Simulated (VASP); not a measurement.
# GaN: single point with r2SCAN

Crystal: GaN.

```
CELL_PARAMETERS angstrom
3.18309 0.00000 0.00000
-1.59154 2.75664 0.00000
0.00000 0.00000 5.18352
ATOMIC_POSITIONS crystal
Ga 0.33333 0.66667 0.00001
Ga 0.66667 0.33333 0.50001
N 0.33333 0.66667 0.37679
N 0.66667 0.33333 0.87679
```

```json
{"Program": "VASP 6.6.1", "Task": "single point", "Functional": "r2SCAN", "Potentials or basis": "VASP PAW PBE potentials, release 64 (Ga_d, N_h)", "Cutoff": "910 eV", "k mesh": "8 × 8 × 5", "Occupations": "gaussian, width 0.01 eV", "Spin": "no spin polarisation", "Dipole correction": "no", "Further INCAR settings": "ALGO = Normal; EDIFF = 1e-06; NBANDS = 26"}
```

| Property | Result |
| --- | --- |
| Pressure | 1.0 GPa |
| Largest force | 0.004 eV/Å |
| Band gap on the k mesh | 2.34 eV |

Forces on the atoms (eV/Å):
```
Ga   0.000  0.000  0.004
Ga   0.000  0.000  0.004
N    0.000  0.000 -0.004
N    0.000  0.000 -0.004
```

Levels at points of the mesh, in eV from the valence-band top:
| k point | band 16 | band 17 | band 18 | band 19 | band 20 | band 21 |
| --- | --- | --- | --- | --- | --- | --- |
| (0.00, 0.00, 0.00) | -0.04 | 0.00 | 0.00 | 2.34 | 4.81 | 9.96 |
| (0.50, 0.00, 0.00) | -2.83 | -2.24 | -1.03 | 5.58 | 6.12 | 6.55 |

It took 4 min on 1 thread of AMD EPYC 7R13 Processor (Zen 3) (shared host), peak memory 0.25 GiB.

Caveat: the cutoff is under 1.25 times the usual one of these potentials, so pressure, stress and relaxed cells hold a basis-set (Pulay) error; the PAW data sets were made with another functional, which shifts forces and pressure a little.
